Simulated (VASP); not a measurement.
Set up this calculation in VASP 6.6.1, as the native input.

- Task: electric field gradients
- Functional: PBE
- Potentials or basis: VASP PAW PBE potentials, release 64 (Sn_d)
- Cutoff: 520 eV
- k mesh: 9 × 9 × 9
- Occupations: fermi-dirac, width 0.03 eV
- Spin: no spin polarisation
- Dipole correction: no
- Further INCAR settings: ALGO = Normal; EDIFF = 1e-08; NBANDS = 21

The structure of Sn lies in POSCAR:

```
Sn
1.0
    0.0000000000      3.2456000000      3.2456000000
    3.2456000000      0.0000000000      3.2456000000
    3.2456000000      3.2456000000      0.0000000000
Sn
2
Direct
    0.5000000000      0.5000000000      0.5000000000
    0.7500000000      0.7500000000      0.7500000000
```

This isn't the form of Sn at room conditions, which is tetragonal (white tin).

One way to write it, as run:

INCAR

```
ALGO = Normal
EDIFF = 1E-8
ENCUT = 520
GGA = PE
ISIF = 2
ISMEAR = -1
LASPH = True
LCHARG = False
LEFG = True
LREAL = False
LWAVE = False
NBANDS = 21
NELM = 100
PREC = Accurate
SIGMA = 0.03
```

KPOINTS

```
k-points
0
Gamma
  9 9 9
```

Potentials or basis: VASP PAW PBE potentials, release 64 (Sn_d).

The run is started by

```bash
$ cat potpaw_PBE.64/Sn_d/POTCAR > POTCAR
$ mpirun -np 1 vasp_std > vasp.out
```

It gave:

* Pressure: 3.1 GPa
* Band gap on the k mesh: zero (bands 14 and 15 overlap by 0.07 eV)
* Largest electric field gradient by atom: zero within the noise of the run

Caveat: the cell stands under pressure; spin-orbit coupling is left out, which moves the levels of the heavy elements.

It took 98 s on 1 thread of Intel Xeon 8259CL, with other jobs on the host, peak memory 0.22 GiB.
